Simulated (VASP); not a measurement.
# Hf7SiO16 (a cell with a defect) in VASP: further runs

Aim: see how the results for Hf7SiO16 (a cell with a defect) move with the level of theory and the settings. Levels: PBE, r2SCAN. Tasks: electric field gradients.

Program: VASP 6.6.1. These are calculated values, not measurements. Logs are shortened: lines on timing, memory, paths and dates and some standing lists are left out, and cuts for length are marked.

### Step 1. The cell of the first run

The cell holds a defect, 24 atoms: a = 7.234 Å, b = 7.234 Å, c = 7.234 Å, α = 60.00°, β = 60.00°, γ = 60.00°.

### Step 2. Electric field gradients, PBE

Contents of INCAR:

```
SYSTEM = Hf7SiO16
PREC = Accurate
ENCUT = 520
EDIFF = 1E-8
ISMEAR = -1
SIGMA = 0.01
LREAL = Auto
LASPH = .True.
NELM = 80
ALGO = Normal
ISIF = 2
LWAVE = .False.
LCHARG = .False.
GGA = PE
LEFG = .True.
NBANDS = 103
```

Contents of KPOINTS:

```
regular mesh
0
Gamma
  3 3 3
  0 0 0
```

Contents of POSCAR:

```
Hf7SiO16
1.0
    0.0000000000      5.1150000000      5.1150000000
    5.1150000000      0.0000000000      5.1150000000
    5.1150000000      5.1150000000      0.0000000000
Si Hf O
1 7 16
Direct
    0.0000000000      0.0000000000      0.0000000000
    0.0000000000      0.0000000000      0.5000000000
    0.0000000000      0.5000000000      0.0000000000
    0.0000000000      0.5000000000      0.5000000000
    0.5000000000      0.0000000000      0.0000000000
    0.5000000000      0.0000000000      0.5000000000
    0.5000000000      0.5000000000      0.0000000000
    0.5000000000      0.5000000000      0.5000000000
    0.1250000000      0.1250000000      0.1250000000
    0.1250000000      0.1250000000      0.6250000000
    0.1250000000      0.6250000000      0.1250000000
    0.1250000000      0.6250000000      0.6250000000
    0.6250000000      0.1250000000      0.1250000000
    0.6250000000      0.1250000000      0.6250000000
    0.6250000000      0.6250000000      0.1250000000
    0.6250000000      0.6250000000      0.6250000000
    0.3750000000      0.3750000000      0.3750000000
    0.3750000000      0.3750000000      0.8750000000
    0.3750000000      0.8750000000      0.3750000000
    0.3750000000      0.8750000000      0.8750000000
    0.8750000000      0.3750000000      0.3750000000
    0.8750000000      0.3750000000      0.8750000000
    0.8750000000      0.8750000000      0.3750000000
    0.8750000000      0.8750000000      0.8750000000
```

Potentials or basis: VASP PAW PBE potentials, release 64 (Si, Hf_pv, O).

Started as:

```console
$ cat potpaw_PBE.64/Si/POTCAR potpaw_PBE.64/Hf_pv/POTCAR potpaw_PBE.64/O/POTCAR > POTCAR
$ mpirun -np 1 vasp_std > vasp.out
```

OUTCAR:

```text
SYSTEM = Hf7SiO16
   PREC = Accurate
   ENCUT = 520
   EDIFF = 1E-8
   ISMEAR = -1
   LREAL = Auto
   LASPH = .True.
   NELM = 80
   ISIF = 2
   GGA = PE

 ion  position               nearest neighbor table
   1  0.000  0.000  0.000-   9 2.21  10 2.21  11 2.21  13 2.21  20 2.21  22 2.21  23 2.21  24 2.21

   2  0.000  0.000  0.500-   9 2.21  10 2.21  12 2.21  14 2.21  19 2.21  21 2.21  23 2.21  24 2.21
                             4 3.62   6 3.62   3 3.62   5 3.62   3 3.62   4 3.62   8 3.62   5 3.62
   3  0.000  0.500  0.000-   9 2.21  11 2.21  12 2.21  15 2.21  18 2.21  21 2.21  22 2.21  24 2.21
                             4 3.62   7 3.62   2 3.62   4 3.62   8 3.62   2 3.62   5 3.62   5 3.62
   4  0.000  0.500  0.500-  10 2.21  11 2.21  12 2.21  16 2.21  17 2.21  21 2.21  22 2.21  23 2.21
                             8 3.62   2 3.62   3 3.62   3 3.62   7 3.62   2 3.62   6 3.62   6 3.62
   5  0.500  0.000  0.000-   9 2.21  13 2.21  14 2.21  15 2.21  18 2.21  19 2.21  20 2.21  24 2.21
                             6 3.62   7 3.62   2 3.62   6 3.62   8 3.62   3 3.62   7 3.62   8 3.62
   6  0.500  0.000  0.500-  10 2.21  13 2.21  14 2.21  16 2.21  17 2.21  19 2.21  20 2.21  23 2.21
                             8 3.62   2 3.62   5 3.62   5 3.62   7 3.62   4 3.62   7 3.62   8 3.62
   7  0.500  0.500  0.000-  11 2.21  13 2.21  15 2.21  16 2.21  17 2.21  18 2.21  20 2.21  22 2.21
                             8 3.62   3 3.62   5 3.62   4 3.62   6 3.62   8 3.62   5 3.62   6 3.62
   8  0.500  0.500  0.500-  12 2.21  14 2.21  15 2.21  16 2.21  17 2.21  18 2.21  19 2.21  21 2.21
                             7 3.62   4 3.62   6 3.62   3 3.62   5 3.62   7 3.62   2 3.62   5 3.62
   9  0.125  0.125  0.125-   1 2.21   2 2.21   3 2.21   5 2.21
  10  0.125  0.125  0.625-   1 2.21   2 2.21   4 2.21   6 2.21
  11  0.125  0.625  0.125-   1 2.21   3 2.21   4 2.21   7 2.21
  12  0.125  0.625  0.625-   2 2.21   3 2.21   4 2.21   8 2.21
  13  0.625  0.125  0.125-   1 2.21   5 2.21   6 2.21   7 2.21
  14  0.625  0.125  0.625-   2 2.21   5 2.21   6 2.21   8 2.21
[... 8 lines left out ...]
  23  0.875  0.875  0.375-   1 2.21   2 2.21   4 2.21   6 2.21
  24  0.875  0.875  0.875-   1 2.21   2 2.21   3 2.21   5 2.21

  LATTYP: Found a face centered cubic cell.
 ALAT       =    10.2300000000

  Lattice vectors:

 A1 = (   0.0000000000,   5.1150000000,   5.1150000000)
 A2 = (   5.1150000000,   0.0000000000,   5.1150000000)
 A3 = (   5.1150000000,   5.1150000000,   0.0000000000)

Analysis of symmetry for initial positions (statically):
=====================================================================
 Subroutine PRICEL returns:
 Original cell was already a primitive cell.

 Routine SETGRP: Setting up the symmetry group for a
 face centered cubic supercell.

 Subroutine GETGRP returns: Found 48 space group operations
 (whereof 48 operations were pure point group operations)
 out of a pool of 48 trial point group operations.

The static configuration has the point symmetry O_h .

Analysis of symmetry for dynamics (positions and initial velocities):
=====================================================================
 Subroutine PRICEL returns:
 Original cell was already a primitive cell.

 Routine SETGRP: Setting up the symmetry group for a
 face centered cubic supercell.

 Subroutine GETGRP returns: Found 48 space group operations
 (whereof 48 operations were pure point group operations)
 out of a pool of 48 trial point group operations.

The dynamic configuration has the point symmetry O_h .

 Subroutine INISYM returns: Found 48 space group operations
 (whereof 48 operations are pure point group operations),
 and found     1 'primitive' translations

----------------------------------------------------------------------------------------

                                     Primitive cell

  volume of cell :     267.6498

  direct lattice vectors                    reciprocal lattice vectors
     0.000000000  5.115000000  5.115000000    -0.097751711  0.097751711  0.097751711
     5.115000000  0.000000000  5.115000000     0.097751711 -0.097751711  0.097751711
     5.115000000  5.115000000  0.000000000     0.097751711  0.097751711 -0.097751711

  length of vectors
     7.233702372  7.233702372  7.233702372     0.169310929  0.169310929  0.169310929

[... 110 lines left out ...]
   ISYM   =      2    0-nonsym 1-usesym 2-fastsym
   POTIM  = 0.5000    time-step for ionic-motion
   TEBEG  =    0.0;   TEEND  =   0.0 temperature during run
   PSTRESS=    0.0 pullay stress
   NELECT =     170.0000    total number of electrons
   NUPDOWN=      -1.0000    fix difference up-down
   EMIN   =  10.00;   EMAX   =-10.00  energy-range for DOS
   EFERMI =   0.00;   METHOD = LEGACY
   ISMEAR =    -1;   SIGMA  =   0.01  broadening in eV -4-tet -1-fermi 0-gaus
   EFERMI_NEDOS =   21; number of points for ismear=-14 and -15
   IALGO  =     38    algorithm
   IMIX   =      4    mixing-type and parameters
     AMIX     =   0.40;   BMIX     =  1.00
     AMIX_MAG =   1.60;   BMIX_MAG =  1.00
  volume/ion in A,a.u.               =      11.15        75.26
  Fermi-wavevector in a.u.,A,eV,Ry     =   1.407242  2.659302 26.944032  1.980330
  Thomas-Fermi vector in A             =   2.529521
   LORBIT       =      0    0 simple, 1 ext, 2 COOP (PROOUT), +10 PAW based schemes
   GGA     = PE    functional components
[... 5 lines left out ...]
 non-spin polarized calculation
  energy-cutoff  :      520.00
  volume of cell :      267.65
 maximum number of plane-waves:      7239
 NGX is ok and might be reduce to    54
   NGX = 27   NGY = 27   NGZ = 27

 number of electron     169.9999946 magnetization

 Free energy of the ion-electron system (eV)
  ---------------------------------------------------
  ext. energy  EPLUGINS =         0.00000000
  ---------------------------------------------------
  free energy    TOTEN  =      -229.64975273 eV

  energy without entropy =     -229.64975273  energy(sigma->0) =     -229.64975273

 E-fermi :   4.4438     XC(G=0): -11.5660

 val. band max:        4.1842319587   @ k =   0.0000   0.0000   0.0000
 cond. band min:       5.1779877799   @ k =   0.0000   0.0000   0.0000
 fundamental gap:      0.9937558212
 Fermi energy:         4.4438396789

 k-point     1 :       0.0000    0.0000    0.0000
  band No.  band energies     occupation
      1     -26.1438      2.00000
      2     -26.1438      2.00000
      3     -26.1438      2.00000
      4     -26.0978      2.00000
      5     -25.9797      2.00000
      6     -25.9797      2.00000
[... 389 lines left out ...]
     96       8.8732      0.00000
     97       8.9096      0.00000
 [bands above 97 left out]

------------------------ aborting loop because EDIFF is reached ----------------------------------------

  FORCE on cell =-STRESS in cart. coord.  units (eV):
  Direction    XX          YY          ZZ          XY          YZ          ZX
  --------------------------------------------------------------------------------------
  -------------------------------------------------------------------------------------
  Total      -16.9672247    -16.9672247    -16.9672247      0.0000000      0.0000000      0.0000000
  in kB     -101.5674351   -101.5674351   -101.5674351      0.0000000      0.0000000      0.0000000
  external PRESSURE =    -101.5674351 kB  Pullay stress =       0.0000000 kB

 VOLUME and BASIS-vectors are now :
 -----------------------------------------------------------------------------
  energy-cutoff  :      520.00
  volume of cell :      267.65
      direct lattice vectors                 reciprocal lattice vectors
     0.000000000  5.115000000  5.115000000    -0.097751711  0.097751711  0.097751711
     5.115000000  0.000000000  5.115000000     0.097751711 -0.097751711  0.097751711
     5.115000000  5.115000000  0.000000000     0.097751711  0.097751711 -0.097751711

 POSITION                                       TOTAL-FORCE (eV/Angst)
 -----------------------------------------------------------------------------------
      0.00000      0.00000      0.00000        -0.000000     -0.000000      0.000000
      2.55750      2.55750      0.00000        -0.000000     -0.000000     -0.000000
      2.55750      0.00000      2.55750        -0.000000     -0.000000     -0.000000
      5.11500      2.55750      2.55750        -0.000000     -0.000000      0.000000
      0.00000      2.55750      2.55750        -0.000000     -0.000000     -0.000000
      2.55750      5.11500      2.55750         0.000000     -0.000000      0.000000
[... 16 lines left out ...]
      6.39375      6.39375      8.95125        -0.627585     -0.627585      0.627585
      8.95125      8.95125      8.95125         0.627585      0.627585      0.627585
 -----------------------------------------------------------------------------------
    total drift:                                0.000000      0.000000      0.000000

  FREE ENERGIE OF THE ION-ELECTRON SYSTEM (eV)
  ---------------------------------------------------
  free  energy   TOTEN  =      -229.6497527285 eV

  energy  without entropy=     -229.6497527285  energy(sigma->0) =     -229.64975273

 Electric field gradients (V/A^2)
---------------------------------------------------------------------
 ion       V_xx      V_yy      V_zz      V_xy      V_xz      V_yz
---------------------------------------------------------------------
   1      -0.000    -0.000     0.000     0.000     0.000     0.000
   2      -5.585    -5.585    11.170   -18.787    -0.000    -0.000
   3      -5.585    11.170    -5.585    -0.000   -18.787    -0.000
   4      11.170    -5.585    -5.585    -0.000    -0.000    18.786
   5      11.170    -5.585    -5.585    -0.000    -0.000   -18.787
   6      -5.585    11.170    -5.585    -0.000    18.786    -0.000
[... 16 lines left out ...]
  23      -0.000    -0.000     0.000    24.905   -24.901   -24.901
  24       0.000    -0.000    -0.000    24.906    24.906    24.906
---------------------------------------------------------------------

 Electric field gradients after diagonalization (V/A^2)
 (convention: |V_zz| > |V_xx| > |V_yy|)
----------------------------------------------------------------------
 ion       V_xx      V_yy      V_zz     asymmetry (V_yy - V_xx)/ V_zz
----------------------------------------------------------------------
   1      -0.000    -0.000     0.000       0.000
   2      13.202    11.170   -24.372       0.083
   3      13.202    11.170   -24.372       0.083
   4      13.201    11.170   -24.371       0.083
   5      13.202    11.170   -24.372       0.083
   6      13.201    11.170   -24.371       0.083
[... 16 lines left out ...]
  23     -24.906   -24.900    49.805       0.000
  24     -24.906   -24.906    49.811       0.000
----------------------------------------------------------------------

           NMR quadrupolar parameters

 Cq : quadrupolar parameter    Cq=e*Q*V_zz/h
 eta: asymmetry parameters     (V_yy - V_xx)/ V_zz
 Q  : nuclear electric quadrupole moment in mb (millibarn)
----------------------------------------------------------------------
 ion       Cq(MHz)       eta       Q (mb)
----------------------------------------------------------------------
   1       0.000       0.000       1.000
   2      -0.059       0.083       1.000
   3      -0.059       0.083       1.000
   4      -0.059       0.083       1.000
   5      -0.059       0.083       1.000
   6      -0.059       0.083       1.000
[... 16 lines left out ...]
  23       0.120       0.000       1.000
  24       0.120       0.000       1.000
----------------------------------------------------------------------
```

Wall time 9.4 min (1 thread of Intel Xeon 8259CL, shared host); peak memory 0.43 GiB.

Results:

```
Free energy                             : -229.6498 eV
Pressure                                : -10.2 GPa
Largest force                           : 1.087 eV/Å
Band gap on the k mesh                  : 0.99 eV
Largest electric field gradient by atom : Si -0.0; Hf -24.4, -0.0 (each value once); O +49.8, +7.6, +7.7 (each value once) V/Å²
```

Forces in eV/Å, atoms in the order of the input:
```
Si   0.000  0.000  0.000
Hf   0.000  0.000  0.000
Hf   0.000  0.000  0.000
Hf   0.000  0.000  0.000
Hf   0.000  0.000  0.000
Hf   0.000  0.000  0.000
Hf   0.000  0.000  0.000
Hf   0.000  0.000  0.000
O   -0.628 -0.628 -0.628
O    0.628  0.628 -0.628
O    0.628 -0.628  0.628
O    0.082 -0.082 -0.082
O   -0.628  0.628  0.628
O   -0.082  0.082 -0.082
O   -0.082 -0.082  0.082
O    0.082  0.082  0.082
O   -0.082 -0.082 -0.082
O    0.082  0.082 -0.082
O    0.082 -0.082  0.082
O    0.628 -0.628 -0.628
O   -0.082  0.082  0.082
O   -0.628  0.628 -0.628
O   -0.628 -0.628  0.628
O    0.628  0.628  0.628
```

Electric field gradients, principal values (V/Å²):
| atom | least | middle | greatest (by size) |
| --- | --- | --- | --- |
| 1 Si | 0.000 | 0.000 | 0.000 |
| 2 Hf | 11.170 | 13.202 | -24.372 |
| 3 Hf | 11.170 | 13.202 | -24.372 |
| 4 Hf | 11.170 | 13.201 | -24.371 |
| 5 Hf | 11.170 | 13.202 | -24.372 |
| 6 Hf | 11.170 | 13.201 | -24.371 |
| 7 Hf | 11.170 | 13.201 | -24.371 |
| 8 Hf | 0.000 | 0.000 | -0.001 |
| 9 O | -24.906 | -24.906 | 49.811 |
| 10 O | -24.900 | -24.906 | 49.805 |
| 11 O | -24.900 | -24.906 | 49.805 |
| 12 O | -3.821 | -3.827 | 7.648 |
| 13 O | -24.900 | -24.906 | 49.805 |
| 14 O | -3.821 | -3.827 | 7.648 |
| 15 O | -3.821 | -3.827 | 7.648 |
| 16 O | -3.827 | -3.827 | 7.653 |
| 17 O | -3.827 | -3.827 | 7.653 |
| 18 O | -3.821 | -3.827 | 7.648 |
| 19 O | -3.821 | -3.827 | 7.648 |
| 20 O | -24.900 | -24.906 | 49.805 |
| 21 O | -3.821 | -3.827 | 7.648 |
| 22 O | -24.900 | -24.906 | 49.805 |
| 23 O | -24.900 | -24.906 | 49.805 |
| 24 O | -24.906 | -24.906 | 49.811 |

Caveat: without QUAD_EFG the Cq values of the log hold for a quadrupole moment of 1 mb, not for the nuclei; spin-orbit coupling is left out, which moves the levels of the heavy elements.

(Continued in part 2 of 2.)
